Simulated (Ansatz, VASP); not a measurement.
BN: VASP beside Ansatz

File INCAR:

```
SYSTEM = BN
PREC = Accurate
ENCUT = 520
EDIFF = 1E-6
ISMEAR = 0
SIGMA = 0.05
LREAL = .FALSE.
LASPH = .TRUE.
NELM = 100
ALGO = Normal
ISIF = 2
LWAVE = .FALSE.
LCHARG = .FALSE.
GGA = PE
NBANDS = 11
```

Contents of KPOINTS:

```
Automatic mesh
0
G
  12 12 12
  0 0 0
```

POSCAR

```
BN
1.0
    0.0000000000      2.0439303399      1.7670358260
    1.7670358260      0.0000000000      1.7670358260
    1.7670358260      2.0439303399      0.0000000000
B N
1 1
Direct
    0.0000000000      0.0000000000      0.0000000000
    0.7500000000      0.7500000000      0.7500000000
```

Input for Ansatz:

```yaml
crystal:
  lattice:
    - [0.0, 2.0439303399, 1.767035826]
    - [1.767035826, 0.0, 1.767035826]
    - [1.767035826, 2.0439303399, 0.0]
  atoms:
    - { symbol: B, position: [0.0, 0.0, 0.0] }
    - { symbol: "N", position: [0.75, 0.75, 0.75] }
basis:
  ecutwfc: 520.0
kpoints:
  mp_grid: { grid: [12, 12, 12] }
hamiltonian:
  xc: pbe
scf:
  occupations: { method: gaussian, width: 0.05 }
output:
  forces: true
  stress: true
  eigenvalues: true
```

Alike in both runs: task single point; functional PBE; k mesh 12 × 12 × 12; occupations gaussian, width 0.05 eV; no spin polarisation.

```csv
,VASP,Ansatz
version,VASP 6.6.1,Ansatz 0.2.0
potentials or method,"VASP PAW PBE potentials, release 64 (B, N), cutoff 520 eV","scalar-relativistic, plane waves, PAW"
valence electrons in the cell,8,8
```

VASP gave:

* gap on the k mesh at the Fermi level (eV): 3.12
* least direct gap on the mesh (eV): 7.15
* pressure (GPa): -22.4
* traceless stress, the component that is largest in VASP (GPa): -65.99

**Question.** Which values does Ansatz return?

**Answer.** gap on the k mesh at the Fermi level (eV): 3.13; least direct gap on the mesh (eV): 7.15; pressure (GPa): -22.4; traceless stress, the component that is largest in VASP (GPa): -65.94.

With one functional, cell and mesh, what is left measures potentials, basis and numerics.
